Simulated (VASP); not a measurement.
## SrHf2O5: single point with PBE

Crystal: SrHf2O5.

```xyz
16
Lattice="1.9849 -5.5391 0.0000 1.9849 5.5391 0.0000 0.0000 0.0000 11.3606" Properties=species:S:1:pos:R:3 pbc="T T T"
Sr    1.9849    3.4201    8.5204
Sr    1.9849   -3.4201    2.8401
Hf    1.9849   -4.1004    6.4066
Hf    1.9849   -4.1004   10.6343
Hf    1.9849    4.1004    4.9540
Hf    1.9849    4.1004    0.7263
O     1.9849    5.0395    6.8245
O     1.9849    5.0395   10.2164
O     1.9849    2.1094   10.7472
O     1.9849    2.1094    6.2937
O     1.9849   -5.0395    4.5361
O     1.9849   -5.0395    1.1442
O     1.9849   -2.1094    5.0669
O     1.9849   -2.1094    0.6134
O     1.9849    3.5308    2.8401
O     1.9849   -3.5308    8.5204
```

| Property | Result |
| --- | --- |
| Program | VASP 6.6.1 |
| Task | single point |
| Functional | PBE |
| Potentials or basis | VASP PAW PBE potentials, release 64 (Sr_sv, Hf_pv, O) |
| Cutoff | 520 eV |
| k mesh | 6 × 6 × 2 |
| Occupations | gaussian, width 0.02 eV |
| Spin | no spin polarisation |

```yaml
Pressure: -1.2 GPa
Largest_force: 0.221 eV/Å
Band_gap_on_the_k_mesh: 4.56 eV, direct
```

Forces in eV/Å, atoms in the order of the input:
```
Sr   0.000 -0.001  0.000
Sr   0.000  0.001  0.000
Hf   0.000 -0.064 -0.060
Hf   0.000 -0.064  0.060
Hf   0.000  0.064  0.060
Hf   0.000  0.064 -0.060
O    0.000  0.115 -0.189
O    0.000  0.115  0.189
O    0.000 -0.042  0.046
O    0.000 -0.042 -0.046
O    0.000 -0.115  0.189
O    0.000 -0.115 -0.189
O    0.000  0.042  0.046
O    0.000  0.042 -0.046
O    0.000  0.093  0.000
O    0.000 -0.093  0.000
```

Stress tensor (GPa, compression positive):
```
-1.19  0.00  0.00
 0.00 -1.30  0.00
 0.00  0.00 -1.19
```

Levels at points of the mesh, in eV from the valence-band top:
```csv
k point,band 57,band 58,band 59,band 60,band 61,band 62,band 63,band 64
"(0.00, 0.00, 0.00)",-0.49,-0.36,-0.16,0.00,4.56,4.68,5.26,5.51
"(0.50, 0.00, 0.00)",-0.36,-0.30,-0.11,-0.06,4.66,5.16,5.43,5.78
"(0.50, 0.50, 0.00)",-0.51,-0.36,-0.27,-0.09,4.84,5.14,5.53,5.59
"(0.00, 0.00, 0.50)",-0.27,-0.27,-0.22,-0.22,4.87,4.87,5.05,5.05
"(0.50, 0.00, 0.50)",-0.34,-0.34,-0.07,-0.07,4.82,4.82,5.70,5.70
"(0.50, 0.50, 0.50)",-0.47,-0.47,-0.19,-0.19,4.94,4.94,5.43,5.43
```

Wall time 12 min on 1 thread of Intel(R) Xeon(R) 6975P-C (Granite Rapids) (shared host), peak memory 0.63 GiB.

Caveat: spin-orbit coupling is left out, which moves the levels of the heavy elements. A k mesh can miss the band edges.
